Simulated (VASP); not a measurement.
Zr3MoF, 5 atoms in the cell. It takes space group Pm-3m (No. 221, cubic). Conventional cell: a = 5.064 Å, b = 5.064 Å, c = 5.064 Å, α = 90.00°, β = 90.00°, γ = 90.00°. Within 3.3 Å of Zr (site symmetry 4/mmm) lie 2 Mo at 2.53 Å. Within 3.3 Å of Mo (site symmetry m-3m) lie 6 Zr at 2.53 Å. Within 4.7 Å of F (site symmetry m-3m) lie 12 Zr at 3.58 Å and 8 Mo at 4.39 Å. 

```yaml
Program: VASP 6.6.1
Task: single point
Functional: PBE
Potentials_or_basis: VASP PAW PBE potentials, release 64 (Zr_sv, Mo_sv, F)
Cutoff: 520 eV
k_mesh: 8 × 8 × 8
Occupations: gaussian, width 0.1 eV
Spin: no spin polarisation
Dipole_correction: no
Further_INCAR_settings: ALGO = Normal; EDIFF = 1e-07; NBANDS = 36
```

Potentials or basis: VASP PAW PBE potentials, release 64 (Zr_sv, Mo_sv, F).

Launch:

```console
$ cat potpaw_PBE.64/Zr_sv/POTCAR potpaw_PBE.64/Mo_sv/POTCAR potpaw_PBE.64/F/POTCAR > POTCAR
$ mpirun -np 1 vasp_std > vasp.out
```

Hardware: 1 thread of Intel(R) Xeon(R) Platinum 8375C CPU @ 2.90GHz (Ice Lake) (shared host).

How long does it take, and how much memory?

Wall time 100 s on 1 thread of Intel(R) Xeon(R) Platinum 8375C CPU @ 2.90GHz (Ice Lake) (shared host), peak memory 0.33 GiB. Counts: scf iterations 18, k points 35.
